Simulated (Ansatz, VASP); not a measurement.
One calculation of Ba2BiSb2, two programs

INCAR

```
PREC = Accurate
ENCUT = 520
EDIFF = 1E-7
ISMEAR = -1
SIGMA = 0.1
LREAL = F
LASPH = T
NELM = 60
ALGO = Normal
ISIF = 2
LWAVE = F
LCHARG = T
GGA = PE
LELF = T
LVHAR = T
NBANDS = 30
```

File KPOINTS:

```
regular mesh
0
Gamma
  4 4 4
```

Contents of POSCAR:

```
Ba2BiSb2
1.0
   -2.4274970000      3.8858350000      5.0040020000
    4.8549940000      0.0000000000      0.0000000000
    2.4274970000      3.8858350000     -5.0040020000
Bi Ba Sb
1 2 2
Direct
    0.0000000000      0.0000000000      0.0000000000
    0.7202100000      0.2202100000      0.2797900000
    0.2797900000      0.7797900000      0.7202100000
    0.7016000000      0.5000000000      0.7016000000
    0.2984000000      0.5000000000      0.2984000000
```

Input for Ansatz:

```yaml
crystal:
  lattice:
    - [-2.427497, 3.885835, 5.004002]
    - [4.854994, 0.0, 0.0]
    - [2.427497, 3.885835, -5.004002]
  atoms:
    - { symbol: Bi, position: [0.0, 0.0, 0.0] }
    - { symbol: Ba, position: [0.72021, 0.22021, 0.27979] }
    - { symbol: Ba, position: [0.27979, 0.77979, 0.72021] }
    - { symbol: Sb, position: [0.7016, 0.5, 0.7016] }
    - { symbol: Sb, position: [0.2984, 0.5, 0.2984] }
  symmetry: { tolerance: 0.0003 }
kpoints:
  mp_grid: { grid: [4, 4, 4], shift: [0, 0, 0] }
magnetization:
  spin_polarized: false
scf:
  occupations: { method: fermi_dirac }
hamiltonian:
  pseudopotentials: { kind: paw }
  xc: pbe
basis:
  ecutwfc: 420
output:
  forces: true
  stress: true
  eigenvalues: true
```

Alike in both runs: task single point; functional PBE; k mesh 4 × 4 × 4; no spin polarisation.

|  | VASP | Ansatz |
| --- | --- | --- |
| version | VASP 6.6.1 | Ansatz 0.2.0 |
| potentials or method | VASP PAW PBE potentials, release 64 (Bi_d, Ba_sv, Sb), cutoff 520 eV | PAW plane waves |
| occupations | fermi-dirac, width 0.1 eV | fermi-dirac |
| valence electrons in the cell | 45 | 65 |

|  | VASP | Ansatz | Ansatz less VASP |
| --- | --- | --- | --- |
| gap on the k mesh at the Fermi level (eV) | none | none | - |
| pressure (GPa) | 0.1 | -0.2 | -0.25 |
| traceless stress, the component that is largest in VASP (GPa) | 0.65 | 0.60 | -0.052 |
| rms of the force components (eV/Å) | 0.025 | 0.024 | -0.0008 |

Atom by atom the forces differ by 0.001 eV/Å (rms over components). A gap of «none» marks a metal or a gap that the smearing closes. VASP's potentials hold 45 valence electrons a cell and Ansatz's 65, so a difference there can come from the potentials and not from the codes.

Spin-orbit coupling is off throughout.
